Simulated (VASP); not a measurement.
# Cu2O (R-3m) in VASP: single point with PBE+U

Aim: the single point of Cu2O with PBE+U.

Everything below comes from runs of VASP 6.6.1. Logs are shortened: lines on timing, memory, paths and dates and some standing lists are left out, and cuts for length are marked.

**1. The cell of the first run**

The structure is trigonal, space group R-3m (No. 166). The conventional cell has a = 6.085 Å, b = 6.085 Å, c = 7.432 Å, α = 90.00°, β = 90.00°, γ = 120.00°. Cu (site symmetry 2/m) has 2 O at 1.86 Å within 2.5 Å. Cu (site symmetry -3m) has 2 O at 1.86 Å within 2.5 Å. O (site symmetry 3m) has 4 Cu at 1.86 Å within 2.5 Å.

**2. Single point, PBE+U**

INCAR reads:

```
PREC = Accurate
ENCUT = 600
EDIFF = 1E-6
ISMEAR = 0
SIGMA = 0.02
LREAL = F
LASPH = T
NELM = 200
ALGO = Normal
ISIF = 2
LWAVE = F
LCHARG = F
LMAXMIX = 4
LDAU = T
LDAUTYPE = 2
LDAUL = 2 -1
LDAUU = 4 0
LDAUJ = 0 0
LDAUPRINT = 1
GGA = PE
NBANDS = 37
GGA_COMPAT = F
KPAR = 4
```

KPOINTS reads:

```
Automatic mesh
0
Gamma
  12 12 12
```

POSCAR reads:

```
Cu2O
1.0
    3.0423277033      1.7564887185      2.4772889425
   -3.0423277033      1.7564887185      2.4772889425
    0.0000000000     -3.5129774370      2.4772889425
Cu O
4 2
Direct
    0.5000000000      0.5000000000      0.0000000000
    0.5000000000      0.0000000000      0.5000000000
    0.0000000000      0.5000000000      0.5000000000
    0.0000000000      0.0000000000      0.0000000000
    0.2504117218      0.2504117218      0.2504117218
    0.7495882782      0.7495882782      0.7495882782
```

Potentials or basis: VASP PAW PBE potentials, release 64 (Cu, O).

Launch:

```console
$ cat potpaw_PBE.64/Cu/POTCAR potpaw_PBE.64/O/POTCAR > POTCAR
$ mpirun -np 4 vasp_std > vasp.out
```

OUTCAR:

```text
PREC = Accurate
   ENCUT = 600
   EDIFF = 1E-6
   ISMEAR = 0
   LREAL = F
   LASPH = T
   NELM = 200
   ISIF = 2
   GGA = PE

 ion  position               nearest neighbor table
   1  0.500  0.500  0.000-   5 1.86   6 1.86
   2  0.500  0.000  0.500-   5 1.86   6 1.86
   3  0.000  0.500  0.500-   5 1.86   6 1.86
   4  0.000  0.000  0.000-   5 1.86   6 1.86
   5  0.250  0.250  0.250-   4 1.86   3 1.86   2 1.86   1 1.86
   6  0.750  0.750  0.750-   4 1.86   3 1.86   2 1.86   1 1.86

  LATTYP: Found a trigonal (rhomboedric) cell.
 ALAT       =     4.2986010488
 COS(alpha) =    -0.0018153904

  Lattice vectors:

 A1 = (   3.0423277033,   1.7564887185,   2.4772889425)
 A2 = (  -3.0423277033,   1.7564887185,   2.4772889425)
 A3 = (   0.0000000000,  -3.5129774370,   2.4772889425)

Analysis of symmetry for initial positions (statically):
=====================================================================
 Subroutine PRICEL returns:
 Original cell was already a primitive cell.

 Routine SETGRP: Setting up the symmetry group for a
 trigonal (rhombohedral) supercell.

 Subroutine GETGRP returns: Found 12 space group operations
 (whereof 12 operations were pure point group operations)
 out of a pool of 12 trial point group operations.

The static configuration has the point symmetry D_3d.

Analysis of symmetry for dynamics (positions and initial velocities):
=====================================================================
 Subroutine PRICEL returns:
 Original cell was already a primitive cell.

 Routine SETGRP: Setting up the symmetry group for a
 trigonal (rhombohedral) supercell.

 Subroutine GETGRP returns: Found 12 space group operations
 (whereof 12 operations were pure point group operations)
 out of a pool of 12 trial point group operations.

The dynamic configuration has the point symmetry D_3d.

 Subroutine INISYM returns: Found 12 space group operations
 (whereof 12 operations are pure point group operations),
 and found     1 'primitive' translations

----------------------------------------------------------------------------------------

                                     Primitive cell

  volume of cell :      79.4290

  direct lattice vectors                    reciprocal lattice vectors
     3.042327703  1.756488718  2.477288942     0.164347844  0.094886272  0.134555694
    -3.042327703  1.756488718  2.477288942    -0.164347844  0.094886272  0.134555694
     0.000000000 -3.512977437  2.477288942     0.000000000 -0.189772544  0.134555694

  length of vectors
     4.298601049  4.298601049  4.298601049     0.232634592  0.232634592  0.232634592

  position of ions in fractional coordinates (direct lattice)
     0.500000000  0.500000000  0.000000000
     0.500000000  1.000000000  0.500000000
     1.000000000  0.500000000  0.500000000
     0.000000000  0.000000000  0.000000000
     0.250411722  0.250411722  0.250411722
     0.749588278  0.749588278  0.749588278

  ion indices of the primitive-cell ions
   primitive index   ion index
                 1           1
                 2           2
                 3           3
                 4           4
                 5           5
                 6           6

----------------------------------------------------------------------------------------

 KPOINTS: Automatic mesh

Automatic generation of k-mesh.
 Grid dimensions read from file:
 generate k-points for:   12   12   12

 Generating k-lattice:

  Cartesian coordinates                     Fractional coordinates (reciprocal lattice)
     0.013695654  0.007907189  0.011212975     0.083333333  0.000000000  0.000000000
    -0.013695654  0.007907189  0.011212975     0.000000000  0.083333333  0.000000000
     0.000000000 -0.015814379  0.011212975     0.000000000  0.000000000  0.083333333

  Length of vectors
     0.019386216  0.019386216  0.019386216

  Shift w.r.t. Gamma in fractional coordinates (k-lattice)
     0.000000000  0.000000000  0.000000000

 Subroutine IBZKPT returns following result:
 ===========================================

 Found    189 irreducible k-points:

 Following reciprocal coordinates:
            Coordinates               Weight
  0.000000  0.000000  0.000000      1.000000
  0.083333  0.000000  0.000000      6.000000
  0.166667  0.000000  0.000000      6.000000
  0.250000 -0.000000  0.000000      6.000000
  0.333333 -0.000000  0.000000      6.000000
  0.416667  0.000000  0.000000      6.000000
[... 16 lines left out ...]
  0.500000  0.166667 -0.000000     12.000000
 -0.416667  0.166667  0.000000     12.000000
 [... further k-points ...]
   k-points           NKPTS =    189   k-points in BZ     NKDIM =    189   number of bands    NBANDS=     37
   number of dos      NEDOS =    301   number of ions     NIONS =      6
   total plane-waves  NPLWV =  46656
   dimension x,y,z NGX =    36 NGY =   36 NGZ =   36
   dimension x,y,z NGXF=    72 NGYF=   72 NGZF=   72
   ions per type =               4   2
   NGX,Y,Z   is equivalent  to a cutoff of  13.92, 13.92, 13.92 a.u.
   NGXF,Y,Z  is equivalent  to a cutoff of  27.85, 27.85, 27.85 a.u.
 SYSTEM =  unknown system
   PREC   = accura    normal or accurate (medium, high low for compatibility)
   ISTART =      0    job   : 0-new  1-cont  2-samecut
   ICHARG =      2    charge: 1-file 2-atom 10-const
   ISPIN  =      1    spin polarized calculation?
   LNONCOLLINEAR =      F non collinear calculations
   LSORBIT =      F    spin-orbit coupling
   LASPH  =      T    aspherical Exc in radial PAW
   ENCUT  =  600.0 eV  44.10 Ry    6.64 a.u.   8.59  8.59  8.59*2*pi/ulx,y,z
   NELM   =    200;   NELMIN=  2; NELMDL= -5     # of ELM steps
   EDIFF  = 0.1E-05   stopping-criterion for ELM
   LREAL  =      F    real-space projection
   EDIFFG = 0.1E-04   stopping-criterion for IOM
   NSW    =      0    number of steps for IOM
   IBRION =     -1    ionic relax: 0-MD 1-quasi-New 2-CG
   NFREE  =      0    steps in history (QN), initial steepest desc. (CG)
   ISIF   =      2    stress and relaxation
   ISYM   =      2    0-nonsym 1-usesym 2-fastsym
   POTIM  = 0.5000    time-step for ionic-motion
   TEBEG  =    0.0;   TEEND  =   0.0 temperature during run
   PSTRESS=    0.0 pullay stress
   NELECT =      56.0000    total number of electrons
   NUPDOWN=      -1.0000    fix difference up-down
   EMIN   =  10.00;   EMAX   =-10.00  energy-range for DOS
   EFERMI =   0.00;   METHOD = LEGACY
   ISMEAR =     0;   SIGMA  =   0.02  broadening in eV -4-tet -1-fermi 0-gaus
   EFERMI_NEDOS =   21; number of points for ismear=-14 and -15
   IALGO  =     38    algorithm
   IMIX   =      4    mixing-type and parameters
     AMIX     =   0.40;   BMIX     =  1.00
     AMIX_MAG =   1.60;   BMIX_MAG =  1.00
  volume/ion in A,a.u.               =      13.24        89.34
  Fermi-wavevector in a.u.,A,eV,Ry     =   1.457061  2.753446 28.885535  2.123027
  Thomas-Fermi vector in A             =   2.573907
   LORBIT       =      0    0 simple, 1 ext, 2 COOP (PROOUT), +10 PAW based schemes
 LDA+U is selected, type is set to LDAUTYPE =  2
   angular momentum for each species LDAUL =     2   -1
   U (eV)           for each species LDAUU =   4.0  0.0
   J (eV)           for each species LDAUJ =   0.0  0.0
   GGA     = PE    functional components
   LHFCALC =     F    Hartree Fock is set to
   AEXX    =    0.0000 exact exchange contribution
   IVDW    =     0    specifies the selected vdW correction
   LEPSILON=     F    determine dielectric tensor
   LRPA    =     F    only Hartree local field effects (RPA)
 non-spin polarized calculation
 Gauss-broadening in eV      SIGMA  =   0.02
  energy-cutoff  :      600.00
  volume of cell :       79.43
 maximum number of plane-waves:      2674
   NGX = 17   NGY = 17   NGZ = 17

atom =   1  type =  1  l = 2

 onsite density matrix

spin component  1
[... 116 lines left out ...]
  o =  0.8574  v =  0.0000 -0.0000 -1.0000  0.0000  0.0000  0.0000  0.0000  0.0000  0.0000  0.0000      0.0000  0.0000  0.0000  0.0000  0.0000  0.0000  0.0000  0.0000  0.0000  0.0000
  o =  0.8574  v =  0.0000  0.0000  0.0000  0.0000  0.0000  0.0000 -0.0000 -1.0000  0.0000  0.0000      0.0000  0.0000  0.0000  0.0000  0.0000  0.0000  0.0000  0.0000  0.0000  0.0000
  o =  0.9474  v =  1.0000  0.0000 -0.0000 -0.0015 -0.0027  0.0000  0.0000  0.0000  0.0000  0.0000      0.0000  0.0000  0.0000  0.0000  0.0000  0.0000  0.0000  0.0000  0.0000  0.0000
  o =  0.9474  v =  0.0000  0.0000  0.0000  0.0000  0.0000  1.0000  0.0000 -0.0000 -0.0015 -0.0027      0.0000  0.0000  0.0000  0.0000  0.0000  0.0000  0.0000  0.0000  0.0000  0.0000
  o =  0.9474  v =  0.0000  0.0000  0.0000  0.0000  0.0000  0.0027 -0.0015  0.0000 -0.0000  1.0000      0.0000  0.0000  0.0000  0.0000  0.0000  0.0000  0.0000  0.0000  0.0000  0.0000
  o =  0.9474  v =  0.0027 -0.0015  0.0000 -0.0000  1.0000  0.0000  0.0000  0.0000  0.0000  0.0000      0.0000  0.0000  0.0000  0.0000  0.0000  0.0000  0.0000  0.0000  0.0000  0.0000
  o =  0.9683  v =  0.0015  0.0000  0.0000  1.0000  0.0000  0.0000  0.0000  0.0000  0.0000  0.0000      0.0000  0.0000  0.0000  0.0000  0.0000  0.0000  0.0000  0.0000  0.0000  0.0000
  o =  0.9683  v =  0.0000  0.0000  0.0000  0.0000  0.0000  0.0015  0.0000  0.0000  1.0000  0.0000      0.0000  0.0000  0.0000  0.0000  0.0000  0.0000  0.0000  0.0000  0.0000  0.0000
  o =  0.9683  v =  0.0000  0.0000  0.0000  0.0000  0.0000  0.0000 -1.0000 -0.0000  0.0000 -0.0015      0.0000  0.0000  0.0000  0.0000  0.0000  0.0000  0.0000  0.0000  0.0000  0.0000
  o =  0.9683  v =  0.0000 -1.0000 -0.0000  0.0000 -0.0015  0.0000  0.0000  0.0000  0.0000  0.0000      0.0000  0.0000  0.0000  0.0000  0.0000  0.0000  0.0000  0.0000  0.0000  0.0000

 number of electron      55.9999966 magnetization

 Free energy of the ion-electron system (eV)
  ---------------------------------------------------
  ext. energy  EPLUGINS =         0.00000000
  ---------------------------------------------------
  free energy    TOTEN  =       -22.32338042 eV

  energy without entropy =      -22.32338042  energy(sigma->0) =      -22.32338042

 E-fermi :   4.0483     XC(G=0): -10.8042

 val. band max:        3.9085111841   @ k =   0.0000   0.0000   0.0000
 cond. band min:       4.5664528701   @ k =   0.0000   0.0000   0.0000
 fundamental gap:      0.6579416860
 Fermi energy:         4.0482674229

 k-point     1 :       0.0000    0.0000    0.0000
  band No.  band energies     occupation
      1     -15.5174      2.00000
      2     -14.7594      2.00000
      3      -2.8632      2.00000
      4      -2.8632      2.00000
      5      -2.8619      2.00000
      6      -0.4488      2.00000
[... 949 lines left out ...]
     36      12.1861      0.00000
     37      14.1308      0.00000

 [... further k-points ...]
[... 5 lines left out ...]
  --------------------------------------------------------------------------------------
  -------------------------------------------------------------------------------------
  Total       -0.1607912     -0.1607912     -0.1365578      0.0000000     -0.0000000      0.0000000
  in kB       -3.2433486     -3.2433486     -2.7545324      0.0000000     -0.0000000      0.0000000
  external PRESSURE =      -3.0804099 kB  Pullay stress =       0.0000000 kB

 VOLUME and BASIS-vectors are now :
 -----------------------------------------------------------------------------
  energy-cutoff  :      600.00
  volume of cell :       79.43
      direct lattice vectors                 reciprocal lattice vectors
     3.042327703  1.756488718  2.477288942     0.164347844  0.094886272  0.134555694
    -3.042327703  1.756488718  2.477288942    -0.164347844  0.094886272  0.134555694
     0.000000000 -3.512977437  2.477288942     0.000000000 -0.189772544  0.134555694

 POSITION                                       TOTAL-FORCE (eV/Angst)
 -----------------------------------------------------------------------------------
      0.00000      1.75649      2.47729        -0.000000      0.000000     -0.000000
      1.52116     -0.87824      2.47729         0.000000      0.000000     -0.000000
     -1.52116     -0.87824      2.47729        -0.000000      0.000000     -0.000000
      0.00000      0.00000      0.00000        -0.000000      0.000000     -0.000000
      0.00000      0.00000      1.86103        -0.000000      0.000000     -0.000897
      0.00000      0.00000      5.57084        -0.000000     -0.000000      0.000897
 -----------------------------------------------------------------------------------
    total drift:                               -0.000000     -0.000000      0.000000

  FREE ENERGIE OF THE ION-ELECTRON SYSTEM (eV)
  ---------------------------------------------------
  free  energy   TOTEN  =       -22.3233804163 eV

  energy  without entropy=      -22.3233804163  energy(sigma->0) =      -22.32338042
```

It took 2.2 min on 4 MPI ranks of Intel Xeon Platinum 8488C (Sapphire Rapids), shared host; peak memory 0.57 GiB.

Results:

```
Free energy            : -22.3234 eV
Pressure               : -0.3 GPa
Band gap on the k mesh : 0.66 eV
```

Eigenvalues of the final occupation matrices:
```csv
site,spin,trace,eigenvalues
site 1 d,1,4.69,0.86 0.95 0.95 0.97 0.97
site 1 d,2,4.69,0.86 0.95 0.95 0.97 0.97
site 2 d,1,4.69,0.86 0.95 0.95 0.97 0.97
site 2 d,2,4.69,0.86 0.95 0.95 0.97 0.97
site 3 d,1,4.69,0.86 0.95 0.95 0.97 0.97
site 3 d,2,4.69,0.86 0.95 0.95 0.97 0.97
site 4 d,1,4.69,0.86 0.95 0.95 0.97 0.97
site 4 d,2,4.69,0.86 0.95 0.95 0.97 0.97
```

Caveat: semilocal functionals underestimate gaps, and a narrow one can read as zero. A k mesh can miss the band edges.
